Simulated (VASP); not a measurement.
Runs of VASP 6.6.1 on W. The structure is that of space group Fm-3m (No. 225), or close to it. The cells are those of the table. 

```csv
cell,k mesh,gap on the mesh (eV),pressure (GPa)
"a = 2.856 Å, angles 60.0°, 1 atom",17 × 17 × 17,none,0.5
"a = 2.543 Å, angles 60.0°, 1 atom",18 × 18 × 18,none,(a)
"a = 2.547 Å, angles 60.0°, 1 atom",18 × 18 × 18,none,191.6
"a = 2.544 Å, angles 60.0°, 1 atom",18 × 18 × 18,none,195.2
```

Alike in all rows: task single point; level PBE; potentials or basis VASP PAW PBE potentials, release 64 (W_sv); no spin polarisation; cutoff (eV) 520; smearing fermi-dirac 0.1 eV.

Q: Fill in the values left out.

A: (a) 196.3.

Caveats: spin-orbit coupling is left out, which moves the levels of the heavy elements.

A k mesh can miss the band edges, and the runs leave out spin-orbit coupling on W.

A gap of «none» marks levels without a gap at the run's occupations.
